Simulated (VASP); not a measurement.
Here is a VASP 6.6.1 calculation.

File INCAR:

```
SYSTEM = Sb
PREC = Accurate ; ENCUT = 520
EDIFF = 1E-6 ; ISMEAR = -1
SIGMA = 0.05 ; LREAL = .False.
LASPH = .True. ; NELM = 80
ALGO = Normal ; ISIF = 2
LWAVE = .False. ; LCHARG = .True.
GGA = PS ; LELF = .True.
LVHAR = .True. ; NBANDS = 8
```

Contents of KPOINTS:

```
Automatic mesh
0
Gamma
  13 13 13
  0 0 0
```

The input POSCAR:

```
Sb
1.0
    3.1600000000     -0.0158000000     -0.0158000000
   -0.0158000000      3.1600000000     -0.0158000000
   -0.0158000000     -0.0158000000      3.1600000000
Sb
1
Direct
    0.0000000000      0.0000000000      0.0000000000
```

Potentials or basis: VASP PAW PBE potentials, release 64 (Sb).

Run with:

```console
$ cat potpaw_PBE.64/Sb/POTCAR > POTCAR
$ mpirun -np 1 vasp_std > vasp.out
```

Question: What does it give for the pressure?

Answer: -4.9 GPa.

Stress tensor (GPa, compression positive):
```
-4.88  0.14  0.14
 0.14 -4.88  0.14
 0.14  0.14 -4.88
```

Caveat: the cell differs from its parent crystal (equal xy, yz and zx shear strains of -1 %); the PAW data sets were made with another functional, which shifts forces and pressure a little.
